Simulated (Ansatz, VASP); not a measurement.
# Two plane-wave programs on Ga2BSb3

```
Ga B Sb
1.0
    10.05470    0.00000    0.00000
    -5.02735    8.70763    0.00000
     0.00000    0.00000    2.65829
Ga B Sb
2 1 3
Cartesian
  0.0000 5.8051 1.3291
  5.0274 2.9025 1.3291
  0.0000 0.0000 1.3291
  5.0274 0.0000 1.3291
  -2.5137 4.3538 1.3291
  2.5137 4.3538 1.3291
```

Alike in both runs: functional PBE; k mesh 3 × 3 × 4; occupations gaussian, width 0.1 eV; no spin polarisation.

Ansatz relaxed the structure, and its values are those at the end. VASP's run is a single point on that final structure, the one shown.

|  | VASP | Ansatz |
| --- | --- | --- |
| version | VASP 6.6.1 | Ansatz 0.2.0 |
| potentials or method | VASP PAW PBE potentials, release 64 (Ga_d, B, Sb), cutoff 520 eV | scalar-relativistic, plane waves, PAW |
| valence electrons in the cell | 44 | 74 |

```tsv
	VASP	Ansatz	Ansatz less VASP
gap on the k mesh at the Fermi level (eV)	none	none	-
pressure (GPa)	0.0	0.0	-0.05
```

A gap of «none» marks a metal or a gap that the smearing closes. VASP's potentials hold 44 valence electrons a cell and Ansatz's 74, so a difference there can come from the potentials and not from the codes.

The k mesh is coarse, so the values compare programs but aren't converged. Neither program's run includes spin-orbit coupling.
